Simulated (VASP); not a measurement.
# SiC (Moissanite) (P6_3mc) in VASP: a series of runs

Aim: see how the results for SiC (Moissanite) move with the level of theory and the settings. Levels: LDA, BLYP+D4, RPBE+D4. Tasks: single point.

Program: VASP 6.6.1. These are calculated values, not measurements. Logs are shortened: lines on timing, memory, paths and dates and some standing lists are left out, and cuts for length are marked.

### Step 1. The cell of the first run

Symmetry: P6_3mc, No. 186, hexagonal system. The conventional cell has a = 3.056 Å, b = 3.056 Å, c = 5.016 Å, α = 90.00°, β = 90.00°, γ = 120.00°. Within 2.5 Å of Si (site symmetry 3m) lie 4 C at 1.87 to 1.89 Å. C (site symmetry 3m) has 4 Si at 1.87 to 1.89 Å within 2.5 Å.

### Step 2. Single point, LDA

Input file INCAR:

```
SYSTEM = SiC
PREC = Accurate
ENCUT = 520
EDIFF = 1E-6
ISMEAR = -1
SIGMA = 0.05
LREAL = .False.
LASPH = .True.
NELM = 60
ALGO = Normal
ISIF = 2
LWAVE = .False.
LCHARG = .False.
GGA = CA
NBANDS = 16
```

Input file KPOINTS:

```
regular mesh
0
Gamma
  10 10 5
  0 0 0
```

Input file POSCAR:

```
SiC
1.0
    3.0563603690      0.0000000000      0.0000000000
   -1.5281801845      2.6468857226      0.0000000000
    0.0000000000      0.0000000000      5.0158697248
Si C
2 2
Direct
    0.6666666667      0.3333333333      0.5045947903
    0.3333333333      0.6666666667      0.0045947903
    0.6666666667      0.3333333333      0.8804052097
    0.3333333333      0.6666666667      0.3804052097
```

Potentials or basis: VASP PAW LDA potentials, release 64 (Si, C).

Command:

```sh
> cat potpaw_LDA.64/Si/POTCAR potpaw_LDA.64/C/POTCAR > POTCAR
> mpirun -np 1 vasp_std > vasp.out
```

OUTCAR:

```text
SYSTEM = SiC
   PREC = Accurate
   ENCUT = 520
   EDIFF = 1E-6
   ISMEAR = -1
   LREAL = .False.
   LASPH = .True.
   NELM = 60
   ISIF = 2
   GGA = CA

 ion  position               nearest neighbor table
   1  0.667  0.333  0.505-   4 1.87   4 1.87   4 1.87   3 1.89   2 3.07   2 3.07   2 3.07   2 3.07
                             2 3.07   2 3.07
   2  0.333  0.667  0.005-   3 1.87   3 1.87   3 1.87   4 1.89   1 3.07   1 3.07   1 3.07   1 3.07
                             1 3.07   1 3.07
   3  0.667  0.333  0.880-   2 1.87   2 1.87   2 1.87   1 1.89
   4  0.333  0.667  0.380-   1 1.87   1 1.87   1 1.87   2 1.89

  LATTYP: Found a hexagonal cell.
 ALAT       =     3.0563603690
 C/A-ratio  =     1.6411251028

  Lattice vectors:

 A1 = (   3.0563603690,   0.0000000000,   0.0000000000)
 A2 = (  -1.5281801845,   2.6468857226,   0.0000000000)
 A3 = (   0.0000000000,   0.0000000000,   5.0158697248)

Analysis of symmetry for initial positions (statically):
=====================================================================
 Subroutine PRICEL returns:
 Original cell was already a primitive cell.

 Routine SETGRP: Setting up the symmetry group for a
 hexagonal supercell.

 Subroutine GETGRP returns: Found 12 space group operations
 (whereof  6 operations were pure point group operations)
 out of a pool of 24 trial point group operations.

The static configuration has the point symmetry C_3v.
 The point group associated with its full space group is C_6v.

Analysis of symmetry for dynamics (positions and initial velocities):
=====================================================================
 Subroutine PRICEL returns:
 Original cell was already a primitive cell.

 Routine SETGRP: Setting up the symmetry group for a
 hexagonal supercell.

 Subroutine GETGRP returns: Found 12 space group operations
 (whereof  6 operations were pure point group operations)
 out of a pool of 24 trial point group operations.

The dynamic configuration has the point symmetry C_3v.
 The point group associated with its full space group is C_6v.

 Subroutine INISYM returns: Found 12 space group operations
 (whereof  6 operations are pure point group operations),
 and found     1 'primitive' translations

----------------------------------------------------------------------------------------

                                     Primitive cell

  volume of cell :      40.5776

  direct lattice vectors                    reciprocal lattice vectors
     3.056360369  0.000000000  0.000000000     0.327186548  0.188901242  0.000000000
    -1.528180185  2.646885723  0.000000000     0.000000000  0.377802484  0.000000000
     0.000000000  0.000000000  5.015869725     0.000000000  0.000000000  0.199367219

  length of vectors
     3.056360369  3.056360369  5.015869725     0.377802484  0.377802484  0.199367219

  position of ions in fractional coordinates (direct lattice)
     0.666666667  0.333333333  0.504594790
     0.333333333  0.666666667  0.004594790
     0.666666667  0.333333333  0.880405210
     0.333333333  0.666666667  0.380405210

  ion indices of the primitive-cell ions
   primitive index   ion index
                 1           1
                 2           2
                 3           3
                 4           4

----------------------------------------------------------------------------------------

 KPOINTS: regular mesh

Automatic generation of k-mesh.
 Grid dimensions read from file:
 generate k-points for:   10   10    5

 Generating k-lattice:

  Cartesian coordinates                     Fractional coordinates (reciprocal lattice)
     0.032718655  0.018890124  0.000000000     0.100000000 -0.000000000  0.000000000
     0.000000000  0.037780248  0.000000000     0.000000000  0.100000000  0.000000000
     0.000000000  0.000000000  0.039873444     0.000000000  0.000000000  0.200000000

  Length of vectors
     0.037780248  0.037780248  0.039873444

  Shift w.r.t. Gamma in fractional coordinates (k-lattice)
     0.000000000  0.000000000  0.000000000

 Subroutine IBZKPT returns following result:
 ===========================================

 Found     42 irreducible k-points:

 Following reciprocal coordinates:
            Coordinates               Weight
  0.000000  0.000000  0.000000      1.000000
  0.100000 -0.000000  0.000000      6.000000
  0.200000 -0.000000  0.000000      6.000000
  0.300000  0.000000  0.000000      6.000000
  0.400000  0.000000  0.000000      6.000000
  0.500000  0.000000  0.000000      3.000000
[... 16 lines left out ...]
  0.300000  0.100000  0.200000     24.000000
  0.400000  0.100000  0.200000     24.000000
 [... further k-points ...]
   k-points           NKPTS =     42   k-points in BZ     NKDIM =     42   number of bands    NBANDS=     16
   number of dos      NEDOS =    301   number of ions     NIONS =      4
   total plane-waves  NPLWV =  23040
   dimension x,y,z NGX =    24 NGY =   24 NGZ =   40
   dimension x,y,z NGXF=    48 NGYF=   48 NGZF=   80
   ions per type =               2   2
   NGX,Y,Z   is equivalent  to a cutoff of  13.05, 13.05, 13.26 a.u.
   NGXF,Y,Z  is equivalent  to a cutoff of  26.11, 26.11, 26.52 a.u.
 SYSTEM =  SiC
   PREC   = accura    normal or accurate (medium, high low for compatibility)
   ISTART =      0    job   : 0-new  1-cont  2-samecut
   ICHARG =      2    charge: 1-file 2-atom 10-const
   ISPIN  =      1    spin polarized calculation?
   LNONCOLLINEAR =      F non collinear calculations
   LSORBIT =      F    spin-orbit coupling
   LASPH  =      T    aspherical Exc in radial PAW
   ENCUT  =  520.0 eV  38.22 Ry    6.18 a.u.   5.68  5.68  9.33*2*pi/ulx,y,z
   NELM   =     60;   NELMIN=  2; NELMDL= -5     # of ELM steps
   EDIFF  = 0.1E-05   stopping-criterion for ELM
   LREAL  =      F    real-space projection
   EDIFFG = 0.1E-04   stopping-criterion for IOM
   NSW    =      0    number of steps for IOM
   IBRION =     -1    ionic relax: 0-MD 1-quasi-New 2-CG
   NFREE  =      0    steps in history (QN), initial steepest desc. (CG)
   ISIF   =      2    stress and relaxation
   ISYM   =      2    0-nonsym 1-usesym 2-fastsym
   POTIM  = 0.5000    time-step for ionic-motion
   TEBEG  =    0.0;   TEEND  =   0.0 temperature during run
   PSTRESS=    0.0 pullay stress
   NELECT =      16.0000    total number of electrons
   NUPDOWN=      -1.0000    fix difference up-down
   EMIN   =  10.00;   EMAX   =-10.00  energy-range for DOS
   EFERMI =   0.00;   METHOD = LEGACY
   ISMEAR =    -1;   SIGMA  =   0.05  broadening in eV -4-tet -1-fermi 0-gaus
   EFERMI_NEDOS =   21; number of points for ismear=-14 and -15
   IALGO  =     38    algorithm
   IMIX   =      4    mixing-type and parameters
     AMIX     =   0.40;   BMIX     =  1.00
     AMIX_MAG =   1.60;   BMIX_MAG =  1.00
  volume/ion in A,a.u.               =      10.14        68.46
  Fermi-wavevector in a.u.,A,eV,Ry     =   1.200474  2.268567 19.607877  1.441138
  Thomas-Fermi vector in A             =   2.336309
   LORBIT       =      0    0 simple, 1 ext, 2 COOP (PROOUT), +10 PAW based schemes
   GGA     = CA    functional components
   LHFCALC =     F    Hartree Fock is set to
   AEXX    =    0.0000 exact exchange contribution
   IVDW    =     0    specifies the selected vdW correction
   LEPSILON=     F    determine dielectric tensor
   LRPA    =     F    only Hartree local field effects (RPA)
 non-spin polarized calculation
  energy-cutoff  :      520.00
  volume of cell :       40.58
 maximum number of plane-waves:      1105
 NGX is ok and might be reduce to    24
   NGX = 11   NGY = 11   NGZ = 19

 number of electron      15.9999998 magnetization

 Free energy of the ion-electron system (eV)
  ---------------------------------------------------
  ext. energy  EPLUGINS =         0.00000000
  ---------------------------------------------------
  free energy    TOTEN  =       -33.27571297 eV

  energy without entropy =      -33.27571297  energy(sigma->0) =      -33.27571297

 E-fermi :   9.4474     XC(G=0): -11.6328

 val. band max:        8.4352989904   @ k =   0.0000   0.0000   0.0000
 cond. band min:      10.7106613453   @ k =   0.3000   0.3000   0.0000
 fundamental gap:      2.2753623548
 Fermi energy:         9.4473950763

 k-point     1 :       0.0000    0.0000    0.0000
  band No.  band energies     occupation
      1      -7.1983      2.00000
      2      -3.5082      2.00000
      3      -0.3932      2.00000
      4       7.1099      2.00000
      5       7.1099      2.00000
      6       8.3207      2.00000
[... 8 lines left out ...]
     15      17.4154      0.00000
     16      19.7533      0.00000

 k-point     2 :       0.1000   -0.0000    0.0000
  band No.  band energies     occupation
      1      -7.0216      2.00000
      2      -3.3567      2.00000
      3      -0.2294      2.00000
      4       6.1599      2.00000
      5       6.8093      2.00000
      6       7.8038      2.00000
[... 8 lines left out ...]
     15      17.8344      0.00000
     16      18.5943      0.00000

 k-point     3 :       0.2000   -0.0000    0.0000
  band No.  band energies     occupation
      1      -6.4980      2.00000
      2      -2.9214      2.00000
      3       0.2425      2.00000
      4       4.2460      2.00000
      5       6.1914      2.00000
      6       6.3481      2.00000
[... 8 lines left out ...]
     15      18.1844      0.00000
     16      18.6406      0.00000

 k-point     4 :       0.3000    0.0000    0.0000
  band No.  band energies     occupation
      1      -5.6525      2.00000
      2      -2.2967      2.00000
      3       0.8713      2.00000
      4       2.4148      2.00000
      5       4.6430      2.00000
      6       5.6033      2.00000
[... 8 lines left out ...]
     15      19.0043      0.00000
     16      20.0884      0.00000

 k-point     5 :       0.4000    0.0000    0.0000
  band No.  band energies     occupation
      1      -4.5676      2.00000
      2      -1.9258      2.00000
      3       0.6161      2.00000
      4       2.3057      2.00000
      5       3.0574      2.00000
      6       5.2079      2.00000
[... 8 lines left out ...]
     15      19.6518      0.00000
     16      20.6264      0.00000

 k-point     6 :       0.5000    0.0000    0.0000
  band No.  band energies     occupation
      1      -3.7715      2.00000
      2      -2.2943      2.00000
      3       0.6452      2.00000
      4       2.1152      2.00000
      5       2.9224      2.00000
      6       5.0643      2.00000
[... 8 lines left out ...]
     15      18.8014      0.00000
     16      20.9298      0.00000
[... 267 lines left out ...]
 k-point    21 :       0.1000    0.1000    0.2000
  band No.  band energies     occupation
      1      -6.4747      2.00000
      2      -3.8072      2.00000
      3       1.1159      2.00000
      4       5.1333      2.00000
      5       5.9731      2.00000
      6       6.5965      2.00000
[... 8 lines left out ...]
     15      18.2958      0.00000
     16      18.8810      0.00000

 k-point    22 :       0.2000    0.1000    0.2000
  band No.  band energies     occupation
      1      -5.7920      2.00000
      2      -3.2099      2.00000
      3       1.4946      2.00000
      4       3.5773      2.00000
      5       4.6840      2.00000
      6       5.5955      2.00000
[... 8 lines left out ...]
     15      18.7022      0.00000
     16      19.3271      0.00000

 k-point    23 :       0.3000    0.1000    0.2000
  band No.  band energies     occupation
      1      -4.8215      2.00000
      2      -2.4678      2.00000
      3       0.9894      2.00000
      4       2.9748      2.00000
      5       3.3267      2.00000
      6       4.8416      2.00000
[... 8 lines left out ...]
     15      19.5337      0.00000
     16      20.2399      0.00000

 k-point    24 :       0.4000    0.1000    0.2000
  band No.  band energies     occupation
      1      -3.7535      2.00000
      2      -2.1696      2.00000
      3       0.2477      2.00000
      4       1.7954      2.00000
      5       3.6890      2.00000
      6       4.6299      2.00000
[... 8 lines left out ...]
     15      19.9756      0.00000
     16      21.3698      0.00000

 [... further k-points ...]
[... 5 lines left out ...]
  --------------------------------------------------------------------------------------
  -------------------------------------------------------------------------------------
  Total        0.0989111      0.0989111      0.1059995      0.0000000      0.0000000      0.0000000
  in kB        3.9054350      3.9054350      4.1853168      0.0000000      0.0000000      0.0000000
  external PRESSURE =       3.9987289 kB  Pullay stress =       0.0000000 kB

 VOLUME and BASIS-vectors are now :
 -----------------------------------------------------------------------------
  energy-cutoff  :      520.00
  volume of cell :       40.58
      direct lattice vectors                 reciprocal lattice vectors
     3.056360369  0.000000000  0.000000000     0.327186548  0.188901242  0.000000000
    -1.528180185  2.646885723  0.000000000     0.000000000  0.377802484  0.000000000
     0.000000000  0.000000000  5.015869725     0.000000000  0.000000000  0.199367219

 POSITION                                       TOTAL-FORCE (eV/Angst)
 -----------------------------------------------------------------------------------
      1.52818      0.88230      2.53098         0.000000     -0.000000      0.000565
     -0.00000      1.76459      0.02305        -0.000000      0.000000      0.000565
      1.52818      0.88230      4.41600         0.000000     -0.000000     -0.000565
     -0.00000      1.76459      1.90806        -0.000000      0.000000     -0.000565
 -----------------------------------------------------------------------------------
    total drift:                               -0.000000      0.000000     -0.000115

  FREE ENERGIE OF THE ION-ELECTRON SYSTEM (eV)
  ---------------------------------------------------
  free  energy   TOTEN  =       -33.2757129674 eV

  energy  without entropy=      -33.2757129674  energy(sigma->0) =      -33.27571297
```

Wall time 11 s (1 thread of Intel Xeon Platinum 8488C (Sapphire Rapids), shared host); peak memory 0.14 GiB.

What came out:

| Property | Result |
| --- | --- |
| Free energy | -33.2757 eV |
| Pressure | 0.4 GPa |
| Band gap on the k mesh | 2.28 eV, indirect (least direct gap 3.91 eV) |

A k mesh can miss the band edges.

### Step 3. Single point, BLYP+D4

This run uses another cell than the first one, of 9.93 Å³/atom, 0.979 times its volume.

Input file INCAR:

```
SYSTEM = SiC
  PREC = Accurate
  ENCUT = 520
  EDIFF = 1E-6
  ISMEAR = -1
  SIGMA = 0.05
  LREAL = .FALSE.
  LASPH = .TRUE.
  NELM = 60
  ALGO = Normal
  ISIF = 2
  LWAVE = .FALSE.
  LCHARG = .FALSE.
  GGA = B5
  ALDAX = 1.0
  AGGAX = 1.0
  AGGAC = 1.0
  ALDAC = 0.0
  IVDW = 13
  VDW_S6 = 1.0
  VDW_S8 = 2.34076671
  VDW_A1 = 0.44488865
  VDW_A2 = 4.0933009
  NBANDS = 16
```

Input file KPOINTS:

```
regular mesh
0
G
  10 10 5
  0 0 0
```

Input file POSCAR:

```
SiC
1.0
    3.0344273363      0.0000000000      0.0000000000
   -1.5172136681      2.6278911591      0.0000000000
    0.0000000000      0.0000000000      4.9797754205
Si C
2 2
Direct
    0.6666666667      0.3333333333      0.5000000000
    0.3333333333      0.6666666667      0.0000000000
    0.6666666667      0.3333333333      0.8850000000
    0.3333333333      0.6666666667      0.3850000000
```

Potentials or basis: VASP PAW PBE potentials, release 64 (Si, C).

Command:

```sh
> cat potpaw_PBE.64/Si/POTCAR potpaw_PBE.64/C/POTCAR > POTCAR
> mpirun -np 1 vasp_std > vasp.out
```

OUTCAR:

```text
SYSTEM = SiC
   PREC = Accurate
   ENCUT = 520
   EDIFF = 1E-6
   ISMEAR = -1
   LREAL = .FALSE.
   LASPH = .TRUE.
   NELM = 60
   ISIF = 2
   GGA = B5
   IVDW = 13

 ion  position               nearest neighbor table
   1  0.667  0.333  0.500-   4 1.84   4 1.84   4 1.84   3 1.92   2 3.04   2 3.04   2 3.04   2 3.04
                             2 3.04   2 3.04
   2  0.333  0.667  0.000-   3 1.84   3 1.84   3 1.84   4 1.92   1 3.04   1 3.04   1 3.04   1 3.04
                             1 3.04   1 3.04
   3  0.667  0.333  0.885-   2 1.84   2 1.84   2 1.84   1 1.92
   4  0.333  0.667  0.385-   1 1.84   1 1.84   1 1.84   2 1.92

[... 663 lines left out ...]
  --------------------------------------------------------------------------------------
  -------------------------------------------------------------------------------------
  Total       2.77690     2.77690     1.53172     0.00000     0.00000     0.00000
  in kB     112.04098   112.04098    61.80089     0.00000     0.00000     0.00000
  external pressure =       95.29 kB  Pullay stress =        0.00 kB

 VOLUME and BASIS-vectors are now :
 -----------------------------------------------------------------------------
  energy-cutoff  :      520.00
  volume of cell :       39.71
      direct lattice vectors                 reciprocal lattice vectors
     3.034427336  0.000000000  0.000000000     0.329551474  0.190266632  0.000000000
    -1.517213668  2.627891159  0.000000000     0.000000000  0.380533264  0.000000000
     0.000000000  0.000000000  4.979775421     0.000000000  0.000000000  0.200812269

 POSITION                                       TOTAL-FORCE (eV/Angst)
 -----------------------------------------------------------------------------------
      1.51721      0.87596      2.48989        -0.000000      0.000000      0.812174
     -0.00000      1.75193      0.00000         0.000000      0.000000      0.812174
      1.51721      0.87596      4.40710        -0.000000      0.000000     -0.812174
     -0.00000      1.75193      1.91721         0.000000     -0.000000     -0.812174
 -----------------------------------------------------------------------------------
    total drift:                                0.000000      0.000000     -0.000043

  FREE ENERGIE OF THE ION-ELECTRON SYSTEM (eV)
  ---------------------------------------------------
  free  energy   TOTEN  =       -29.7415156874 eV

  energy  without entropy=      -29.7415156873  energy(sigma->0) =      -29.74151569
```

stdout:

```text
POSCAR found type information on POSCAR SiC
 POSCAR found :  2 types and       4 ions
 scaLAPACK will be used
 -----------------------------------------------------------------------------
|                                                                             |
|                                                                             |
|     You enforced a specific xc type in the INCAR file but a different       |
|     I HOPE YOU KNOW WHAT YOU ARE DOING!                                     |
|                                                                             |
 -----------------------------------------------------------------------------

 LDA part: xc-table for (Slater(with rela. corr.)+VWN5), standard interpolation
 POSCAR, INCAR and KPOINTS ok, starting setup
 FFT: planning ... GRIDC
 FFT: planning ... GRID_SOFT
 FFT: planning ... GRID
 WAVECAR not read
 entering main loop
```

Run time: 19 s. Hardware: 1 thread of Intel Xeon Platinum 8488C (Sapphire Rapids), shared host; peak memory 0.16 GiB.

Results:

- Free energy: -29.7415 eV
- Pressure: 9.5 GPa
- Largest force: 0.812 eV/Å
- Band gap on the k mesh: 2.77 eV, indirect (least direct gap 4.43 eV)
- Dispersion energy per atom: -0.663 eV

Forces in eV/Å, atoms in the order of the input:
```
Si   0.000  0.000  0.812
Si   0.000  0.000  0.812
C    0.000  0.000 -0.812
C    0.000  0.000 -0.812
```

Caveat: the PAW data sets were made with another functional, which shifts forces and pressure a little. A k mesh can miss the band edges.

(Part 1 of 2 ends here.)
